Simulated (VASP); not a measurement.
Runs of VASP 6.6.1 on Ga. The structure is that of space group Im-3m (No. 229), or close to it. The cells are those of the table. 

```csv
task,cell,k mesh for the DOS,occupations for the DOS,gap on the mesh (eV),pressure (GPa)
single point,"a = 2.811 Å, angles 109.5°, 1 atom",-,-,none,3.4
single point,"a = 2.598 Å, angles 109.5°, 1 atom",-,-,none,33.9
single point,"a = 2.477 Å, angles 109.5°, 1 atom",-,-,none,(a)
single point,"a = 2.342 Å, angles 109.5°, 1 atom",-,-,none,148.1
single point,"a = 2.191 Å, angles 109.5°, 1 atom",-,-,none,(b)
single point,"a = 2.708 Å, angles 109.5°, 1 atom",-,-,none,14.1
```

Alike in all rows: level PBEsol; potentials or basis VASP PAW PBE potentials, release 64 (Ga_d); no spin polarisation; k mesh 16 × 16 × 16; cutoff (eV) 520; smearing fermi-dirac 0.05 eV.

Problem. Estimate the missing entries.

Solution. (a) 71.8; (b) 316.8.

Caveats: the PAW data sets were made with another functional, which shifts forces and pressure a little.

A k mesh can miss the band edges, and the runs leave out spin-orbit coupling on Ga.

A gap of «none» marks levels without a gap at the run's occupations.
